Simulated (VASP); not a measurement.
# Si3N in VASP: notebook

Runs on Si3N. Level: PBE+D3(BJ). Tasks: single point.

All numbers are computed with VASP 6.6.1; they aren't measurements. Logs are shortened: lines on timing, memory, paths and dates and some standing lists are left out, and cuts for length are marked.

## Step 1: The cell of the first run

The cell holds a slab with vacuum, 8 atoms: a = 3.833 Å, b = 5.421 Å, c = 22.488 Å, α = 90.00°, β = 90.00°, γ = 90.00°.

## Step 2: Single point, PBE+D3(BJ)

Input file INCAR:

```
SYSTEM = Si3N
ALGO = Normal ; DIPOL = 0.5 0.5 0.328
EDIFF = 1E-6 ; ENCUT = 520
GGA = PE ; IDIPOL = 3
ISIF = 2 ; ISMEAR = 0
IVDW = 12 ; LASPH = .TRUE.
LCHARG = .FALSE. ; LDIPOL = .TRUE.
LREAL = .FALSE. ; LWAVE = .FALSE.
NBANDS = 27 ; NELM = 80
PREC = Accurate ; SIGMA = 0.05
```

Input file KPOINTS:

```
k-points
0
G
  7 5 1
  0 0 0
```

Input file POSCAR:

```
Si3N
1.0
    3.8333442755      0.0000000000      0.0000000000
    0.0000000000      5.4211674636      0.0000000000
    0.0000000000      0.0000000000     22.4877586337
Si N
6 2
Direct
    0.5000000000      0.0000000000      0.1778745523
    0.0000000000      0.2500000000      0.1778745523
    0.0000000000      0.5038839981      0.2608672216
    0.5000000000      0.7461160019      0.2608672216
    0.5000000000      0.0086033066      0.3418641564
    0.0000000000      0.2413966934      0.3418641564
    1.0000000000      0.6752699732      0.5063981173
    1.0000000000      0.6752699732      0.5553136192
```

Potentials or basis: VASP PAW PBE potentials, release 64 (Si, N).

Run with:

```console
> cat potpaw_PBE.64/Si/POTCAR potpaw_PBE.64/N/POTCAR > POTCAR
> mpirun -np 1 vasp_std > vasp.out
```

OUTCAR:

```text
SYSTEM = Si3N
   EDIFF = 1E-6
   ENCUT = 520
   GGA = PE
   ISIF = 2
   ISMEAR = 0
   IVDW = 12
   LASPH = .TRUE.
   LREAL = .FALSE.
   NELM = 80
   PREC = Accurate
 IVDW          = 12

 ion  position               nearest neighbor table
   1  0.500  0.000  0.178-   4 2.32   2 2.35   2 2.35
   2  0.000  0.250  0.178-   3 2.32   1 2.35   1 2.35
   3  0.000  0.504  0.261-   6 2.31   2 2.32   4 2.32   4 2.32
   4  0.500  0.746  0.261-   5 2.31   1 2.32   3 2.32   3 2.32
   5  0.500  0.009  0.342-   6 2.29   6 2.29   4 2.31
   6  0.000  0.241  0.342-   5 2.29   5 2.29   3 2.31
   7  0.000  0.675  0.506-   8 1.10
   8  0.000  0.675  0.555-   7 1.10

  LATTYP: Found a simple orthorhombic cell.
 ALAT       =     3.8333442755
 B/A-ratio  =     1.4142135624
 C/A-ratio  =     5.8663550721

  Lattice vectors:

 A1 = (   3.8333442755,   0.0000000000,   0.0000000000)
 A2 = (   0.0000000000,   5.4211674636,   0.0000000000)
 A3 = (   0.0000000000,   0.0000000000,  22.4877586337)

Analysis of symmetry for initial positions (statically):
=====================================================================
 Subroutine PRICEL returns:
 Original cell was already a primitive cell.

 Routine SETGRP: Setting up the symmetry group for a
 simple orthorhombic supercell.

 Subroutine GETGRP returns: Found  2 space group operations
 (whereof  2 operations were pure point group operations)
 out of a pool of  8 trial point group operations.

The static configuration has the point symmetry C_1h.

Analysis of symmetry for dynamics (positions and initial velocities):
=====================================================================
 Subroutine PRICEL returns:
 Original cell was already a primitive cell.

 Routine SETGRP: Setting up the symmetry group for a
 simple orthorhombic supercell.

 Subroutine GETGRP returns: Found  2 space group operations
 (whereof  2 operations were pure point group operations)
 out of a pool of  8 trial point group operations.

The dynamic configuration has the point symmetry C_1h.

 Subroutine INISYM returns: Found  2 space group operations
 (whereof  2 operations are pure point group operations),
 and found     1 'primitive' translations

----------------------------------------------------------------------------------------

                                     Primitive cell

  volume of cell :     467.3226

  direct lattice vectors                    reciprocal lattice vectors
     3.833344276  0.000000000  0.000000000     0.260868821  0.000000000  0.000000000
     0.000000000  5.421167464  0.000000000     0.000000000  0.184462112  0.000000000
     0.000000000  0.000000000 22.487758634     0.000000000  0.000000000  0.044468638

  length of vectors
     3.833344276  5.421167464 22.487758634     0.260868821  0.184462112  0.044468638

  position of ions in fractional coordinates (direct lattice)
     0.500000000  0.000000000  0.177874552
     0.000000000  0.250000000  0.177874552
     0.000000000  0.503883998  0.260867222
     0.500000000  0.746116002  0.260867222
     0.500000000  0.008603307  0.341864156
     0.000000000  0.241396693  0.341864156
     0.000000000  0.675269973  0.506398117
     0.000000000  0.675269973  0.555313619

  ion indices of the primitive-cell ions
   primitive index   ion index
                 1           1
                 2           2
                 3           3
                 4           4
                 5           5
                 6           6
                 7           7
                 8           8

----------------------------------------------------------------------------------------

 KPOINTS: k-points

Automatic generation of k-mesh.
 Grid dimensions read from file:
 generate k-points for:    7    5    1

 Generating k-lattice:

  Cartesian coordinates                     Fractional coordinates (reciprocal lattice)
     0.037266974  0.000000000  0.000000000     0.142857143  0.000000000  0.000000000
     0.000000000  0.036892422  0.000000000     0.000000000  0.200000000  0.000000000
     0.000000000  0.000000000  0.044468638     0.000000000  0.000000000  1.000000000

  Length of vectors
     0.037266974  0.036892422  0.044468638

  Shift w.r.t. Gamma in fractional coordinates (k-lattice)
     0.000000000  0.000000000  0.000000000

 Subroutine IBZKPT returns following result:
 ===========================================

 Found     12 irreducible k-points:

 Following reciprocal coordinates:
            Coordinates               Weight
  0.000000  0.000000  0.000000      1.000000
  0.142857  0.000000  0.000000      2.000000
  0.285714  0.000000  0.000000      2.000000
  0.428571  0.000000  0.000000      2.000000
  0.000000  0.200000  0.000000      2.000000
  0.142857  0.200000  0.000000      4.000000
  0.285714  0.200000  0.000000      4.000000
  0.428571  0.200000  0.000000      4.000000
  0.000000  0.400000  0.000000      2.000000
  0.142857  0.400000  0.000000      4.000000
  0.285714  0.400000  0.000000      4.000000
  0.428571  0.400000  0.000000      4.000000
   k-points           NKPTS =     12   k-points in BZ     NKDIM =     12   number of bands    NBANDS=     27
   number of dos      NEDOS =    301   number of ions     NIONS =      8
   total plane-waves  NPLWV = 201600
   dimension x,y,z NGX =    30 NGY =   40 NGZ =  168
   dimension x,y,z NGXF=    60 NGYF=   80 NGZF=  336
   ions per type =               6   2
   NGX,Y,Z   is equivalent  to a cutoff of  13.01, 12.27, 12.42 a.u.
   NGXF,Y,Z  is equivalent  to a cutoff of  26.02, 24.53, 24.84 a.u.
 SYSTEM =  Si3N
   PREC   = accura    normal or accurate (medium, high low for compatibility)
   ISTART =      0    job   : 0-new  1-cont  2-samecut
   ICHARG =      2    charge: 1-file 2-atom 10-const
   ISPIN  =      1    spin polarized calculation?
   LNONCOLLINEAR =      F non collinear calculations
   LSORBIT =      F    spin-orbit coupling
   LASPH  =      T    aspherical Exc in radial PAW
   ENCUT  =  520.0 eV  38.22 Ry    6.18 a.u.   7.13 10.08 41.81*2*pi/ulx,y,z
   NELM   =     80;   NELMIN=  2; NELMDL= -5     # of ELM steps
   EDIFF  = 0.1E-05   stopping-criterion for ELM
   LREAL  =      F    real-space projection
   EDIFFG = 0.1E-04   stopping-criterion for IOM
   NSW    =      0    number of steps for IOM
   IBRION =     -1    ionic relax: 0-MD 1-quasi-New 2-CG
   NFREE  =      0    steps in history (QN), initial steepest desc. (CG)
   ISIF   =      2    stress and relaxation
   ISYM   =      2    0-nonsym 1-usesym 2-fastsym
   POTIM  = 0.5000    time-step for ionic-motion
   TEBEG  =    0.0;   TEEND  =   0.0 temperature during run
   PSTRESS=    0.0 pullay stress
   NELECT =      34.0000    total number of electrons
   NUPDOWN=      -1.0000    fix difference up-down
   EMIN   =  10.00;   EMAX   =-10.00  energy-range for DOS
   EFERMI =   0.00;   METHOD = LEGACY
   ISMEAR =     0;   SIGMA  =   0.05  broadening in eV -4-tet -1-fermi 0-gaus
   EFERMI_NEDOS =   21; number of points for ismear=-14 and -15
   IALGO  =     38    algorithm
   IMIX   =      4    mixing-type and parameters
     AMIX     =   0.40;   BMIX     =  1.00
     AMIX_MAG =   1.60;   BMIX_MAG =  1.00
  volume/ion in A,a.u.               =      58.42       394.21
  Fermi-wavevector in a.u.,A,eV,Ry     =   0.683432  1.291500  6.355006  0.467080
  Thomas-Fermi vector in A             =   1.762794
   LORBIT       =      0    0 simple, 1 ext, 2 COOP (PROOUT), +10 PAW based schemes
   GGA     = PE    functional components
   LHFCALC =     F    Hartree Fock is set to
   AEXX    =    0.0000 exact exchange contribution
   IVDW    =    12    specifies the selected vdW correction
   LEPSILON=     F    determine dielectric tensor
   LRPA    =     F    only Hartree local field effects (RPA)
 non-spin polarized calculation
 Gauss-broadening in eV      SIGMA  =   0.05
  energy-cutoff  :      520.00
  volume of cell :      467.32
 maximum number of plane-waves:     12627
 NGX is ok and might be reduce to    30
   NGX = 15   NGY = 21   NGZ = 83

 dipolmoment           0.000000      0.000000     -0.000972 electrons x Angstroem

 number of electron      34.0000001 magnetization

 dipolmoment           0.000000      0.000000      0.000451 electrons x Angstroem

 Free energy of the ion-electron system (eV)
  ---------------------------------------------------
  ext. energy  EPLUGINS =         0.00000000
  ---------------------------------------------------
  free energy    TOTEN  =       -45.03116079 eV

  energy without entropy =      -45.02440344  energy(sigma->0) =      -45.02778211

 E-fermi :  -1.7446     XC(G=0):  -3.8719

 val. band max:       -1.7634871630   @ k =   0.2857   0.2000   0.0000
 cond. band min:      -1.7306999030   @ k =   0.2857   0.4000   0.0000
 fundamental gap:      0.0327872601
 Fermi energy:        -1.7446016631

 k-point     1 :       0.0000    0.0000    0.0000
  band No.  band energies     occupation
      1     -25.5377      2.00000
      2     -13.1569      2.00000
      3     -11.3047      2.00000
      4     -10.6201      2.00000
      5      -9.8534      2.00000
      6      -8.8191      2.00000
[... 19 lines left out ...]
     26       1.5659      0.00000
     27       2.4550      0.00000

 k-point     2 :       0.1429    0.0000    0.0000
  band No.  band energies     occupation
      1     -25.5344      2.00000
      2     -12.9766      2.00000
      3     -11.1187      2.00000
      4     -10.6059      2.00000
      5      -9.6606      2.00000
      6      -8.9266      2.00000
[... 292 lines left out ...]
 k-point    12 :       0.4286    0.4000    0.0000
  band No.  band energies     occupation
      1     -25.5212      2.00000
      2     -11.1224      2.00000
      3     -10.7189      2.00000
      4     -10.5478      2.00000
      5      -9.5292      2.00000
      6      -8.9438      2.00000
[... 19 lines left out ...]
     26       2.6987      0.00000
     27       3.1821      0.00000

------------------------ aborting loop because EDIFF is reached ----------------------------------------

 vacuum level on the upper side and lower side of the slab       (xc-potential included)        -0.064        -0.060

 Edisp (eV)   -1.60188

 E8    (eV) :    -0.6812

  FORCE on cell =-STRESS in cart. coord.  units (eV):
  Direction    XX          YY          ZZ          XY          YZ          ZX
  --------------------------------------------------------------------------------------
  -------------------------------------------------------------------------------------
  Total       0.11466     0.15039     2.49734     0.00000     0.01158     0.00000
  in kB       0.39309     0.51561     8.56194     0.00000     0.03969     0.00000
  external pressure =        3.16 kB  Pullay stress =        0.00 kB

 VOLUME and BASIS-vectors are now :
 -----------------------------------------------------------------------------
  energy-cutoff  :      520.00
  volume of cell :      467.32
      direct lattice vectors                 reciprocal lattice vectors
     3.833344276  0.000000000  0.000000000     0.260868821  0.000000000  0.000000000
     0.000000000  5.421167464  0.000000000     0.000000000  0.184462112  0.000000000
     0.000000000  0.000000000 22.487758634     0.000000000  0.000000000  0.044468638

 POSITION                                       TOTAL-FORCE (eV/Angst)
 -----------------------------------------------------------------------------------
      1.91667      0.00000      4.00000         0.000000      0.554545     -0.054094
      0.00000      1.35529      4.00000         0.000000     -0.554329     -0.056248
      0.00000      2.73164      5.86632         0.000000     -0.081040      0.004151
      1.91667      4.04482      5.86632         0.000000      0.079191      0.001956
      1.91667      0.04664      7.68776         0.000000      0.006893      0.070685
      0.00000      1.30865      7.68776         0.000000     -0.008141      0.067525
      0.00000      3.66075     11.38776         0.000000      0.004383     -2.154746
      0.00000      3.66075     12.48776         0.000000     -0.001502      2.120771
 -----------------------------------------------------------------------------------
    total drift:                                0.000000     -0.000065     -0.000417

  FREE ENERGIE OF THE ION-ELECTRON SYSTEM (eV)
  ---------------------------------------------------
  free  energy   TOTEN  =       -46.6330407369 eV

  energy  without entropy=      -46.6262833851  energy(sigma->0) =      -46.62966206

 vacuum level on the upper side and lower side of the slab         3.087         3.082
```

Run time: 2.1 min. Hardware: 1 thread of Intel Xeon 6975P-C (Granite Rapids), shared host; peak memory 0.51 GiB.

What came out:

```
Free energy                : -46.6330 eV
Largest force              : 2.155 eV/Å
Band gap on the k mesh     : zero (band 17 reaches -1.57 eV, above the bottom of band 18 at -1.85 eV)
Dispersion energy per atom : -0.200 eV
```

Forces in eV/Å, atoms in the order of the input:
```
Si   0.000  0.555 -0.054
Si   0.000 -0.554 -0.056
Si   0.000 -0.081  0.004
Si   0.000  0.079  0.002
Si   0.000  0.007  0.071
Si   0.000 -0.008  0.068
N    0.000  0.004 -2.155
N    0.000 -0.002  2.121
```

Levels at points of the mesh, in eV from the Fermi level:
```csv
k point,band 15,band 16,band 17,band 18,band 19,band 20
"(0.00, 0.00, 0.00)",-0.71,-0.40,-0.30,0.27,1.19,2.08
```

Caveat: the standard files for N, O and F lose accuracy on very short bonds.

## Step 3: Single point, PBE+D3(BJ)

Input file INCAR:

```
PREC     = Accurate       # precision mode
ENCUT    = 520            # plane-wave cutoff, eV
EDIFF    = 1E-6           # SCF threshold, eV
ISMEAR   = 0              # smearing method
SIGMA    = 0.05           # smearing width, eV
LREAL    = False          # projectors in reciprocal space
LASPH    = True           # aspherical terms in the spheres
NELM     = 100            # most SCF steps
ALGO     = Normal         # electronic algorithm
ISIF     = 2              # what is computed and relaxed
LWAVE    = False          # write WAVECAR
LCHARG   = False          # write CHGCAR
LDIPOL   = True         
IDIPOL   = 3            
DIPOL    = 0.5 0.5 0.328
GGA      = PE             # functional
IVDW     = 12             # dispersion correction
NBANDS   = 27             # bands
```

Input file KPOINTS:

```
Automatic mesh
0
Gamma
  7 5 1
```

Changes to POSCAR since step 2:

```diff
@@ -14,3 +14,3 @@
     0.0000000000      0.2413966934      0.3418641564
-    1.0000000000      0.6752699732      0.5063981173
-    1.0000000000      0.6752699732      0.5553136192
+    1.0000000000      0.1752699732      0.5063981173
+    1.0000000000      0.1752699732      0.5553136192
```

Potentials or basis: VASP PAW PBE potentials, release 64 (Si, N).

Run with:

```console
> cat potpaw_PBE.64/Si/POTCAR potpaw_PBE.64/N/POTCAR > POTCAR
> mpirun -np 1 vasp_std > vasp.out
```

Run time: 1.9 min. Hardware: 1 thread of Intel Xeon 6975P-C (Granite Rapids), shared host; peak memory 0.52 GiB.

It converged, with:

| Quantity | Value |
| --- | --- |
| Free energy | -46.6294 eV |
| Largest force | 2.120 eV/Å |
| Band gap on the k mesh | zero (band 17 reaches -1.49 eV, above the bottom of band 18 at -1.78 eV) |
| Dispersion energy per atom | -0.201 eV |

Forces in eV/Å, atoms in the order of the input:
```
Si   0.000  0.562 -0.047
Si   0.000 -0.559 -0.049
Si   0.000 -0.089 -0.006
Si   0.000  0.094 -0.004
Si   0.000 -0.009  0.075
Si   0.000  0.007  0.029
N    0.000 -0.009 -2.118
N    0.000  0.004  2.120
```

Levels at points of the mesh, in eV from the Fermi level:
```
           k point  band 14  band 15  band 16  band 17  band 18  band 19  band 20  band 21
(0.00, 0.00, 0.00)    -1.22    -0.71    -0.42    -0.31     0.25     1.18     2.04     2.50
```

Caveat: the standard files for N, O and F lose accuracy on very short bonds.

(Part 1 of 2 ends here.)
